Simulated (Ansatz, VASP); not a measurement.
**One calculation of CaS, two programs**

```
Ca S
1.0
     0.00000    2.84795    2.84795
     2.84795    0.00000    2.84795
     2.84795    2.84795    0.00000
Ca S
1 1
Direct
  0.00000 0.00000 0.00000
  0.50000 0.50000 0.50000
```

Alike in both runs: task single point; functional PBE; k mesh 4 × 4 × 4; no spin polarisation.

```csv
,VASP,Ansatz
version,VASP 6.6.1,Ansatz 0.2.0
potentials or method,"VASP PAW PBE potentials, release 64 (Ca_sv, S)","plane waves, PAW"
plane-wave cutoff (eV),500,420
occupations,"gaussian, width 0.01 eV",fixed
valence electrons in the cell,16,16
```

```csv
,VASP,Ansatz,Ansatz less VASP
gap on the k mesh at the Fermi level (eV),2.35,2.35,+0.005
```

The k mesh is coarse, so the values compare programs but aren't converged.
